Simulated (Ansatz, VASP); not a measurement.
# One calculation of SnSe, two programs

```
Sn Se
1.0
     5.12503    0.00000    0.00000
    -2.56251    4.43840    0.00000
     0.00000    0.00000    6.23481
Sn Se
2 2
Direct
  0.33333 0.66667 0.96086
  0.66667 0.33333 0.46086
  0.33333 0.66667 0.41414
  0.66667 0.33333 0.91414
```

Alike in both runs: task single point; functional r2SCAN; k mesh 6 × 6 × 4; no spin polarisation.

|  | VASP | Ansatz |
| --- | --- | --- |
| version | VASP 6.6.1 | Ansatz 0.2.0 |
| potentials or method | VASP PAW PBE potentials, release 64 (Sn_d, Se) | plane waves, PAW |
| plane-wave cutoff (eV) | 520 | 500 |
| occupations | gaussian, width 0.01 eV | fixed |
| valence electrons in the cell | 40 | 60 |

|  | VASP | Ansatz | Ansatz less VASP |
| --- | --- | --- | --- |
| gap on the k mesh at the Fermi level (eV) | 1.08 | 1.08 | -0.002 |
| pressure (GPa) | -1.1 | -1.1 | 0.00 |
| traceless stress, the component that is largest in VASP (GPa) | -0.06 | -0.08 | -0.015 |
| rms of the force components (eV/Å) | 0.038 | 0.042 | +0.0041 |

VASP's potentials were made for PBE, not for r2SCAN. Atom by atom the forces differ by 0.004 eV/Å (rms over components). VASP's potentials hold 40 valence electrons a cell and Ansatz's 60, so a difference there can come from the potentials and not from the codes.
